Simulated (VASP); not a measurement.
A run of VASP 6.6.1 is set up as follows.

Contents of INCAR:

```
SYSTEM = H9O4F
PREC = Accurate
ENCUT = 520
EDIFF = 1E-6
ISMEAR = -1
SIGMA = 0.05
LREAL = .False.
LASPH = .True.
NELM = 80
ALGO = Normal
ISIF = 2
LWAVE = .False.
LCHARG = .False.
NBANDS = 33
```

KPOINTS

```
regular mesh
0
Gamma
  1 1 1
  0 0 0
```

File POSCAR:

```
H9O4F
1.0
    4.9758840000      0.0000000000      0.0000000000
    0.0000000000      4.9758840000      0.0000000000
    0.0000000000      0.0000000000      4.9758840000
O H F
4 9 1
Direct
    0.6205731484     -0.0096063333      0.8633440812
    0.4771815420      0.8289984252      0.4155040592
    0.7884026235      0.2930132616      0.3108191429
    0.1507470833      1.0492607947      1.0650971767
    0.7800021062      0.0807896647      0.8021288278
    0.6913344443     -0.1706028517      0.9497407898
    0.4371484544      0.6475432305      0.3652215365
    0.5216962453      0.8426442417      0.6147852321
    0.8055252092      0.1273140612      0.3939199547
    0.9181082196      0.2185943241      0.1799479248
    0.2384701894      1.2095137266      1.0424680318
    0.2377266030      0.9731135211      1.2327457794
    0.8176838528      0.4507741740      0.5312422878
    0.8314301539      0.5639198985      0.7016240732
```

Potentials or basis: VASP PAW LDA potentials, release 64 (O, H, F).

The run is started by

```bash
$ cat potpaw_LDA.64/O/POTCAR potpaw_LDA.64/H/POTCAR potpaw_LDA.64/F/POTCAR > POTCAR
$ mpirun -np 1 vasp_gam > vasp.out
```

Question: What does it give for the largest force?

Answer: 4.164 eV/Å.

Question: Predict the band gap on the k mesh.

Answer: 4.50 eV.

Question: What does it give for the pressure?

Answer: 6.8 GPa.

Stress tensor (GPa, compression positive):
```
 5.62  2.64 -2.51
 2.64  9.27 -1.41
-2.51 -1.41  5.50
```

Caveat: the k points lie up to 1.26 Å⁻¹ apart.
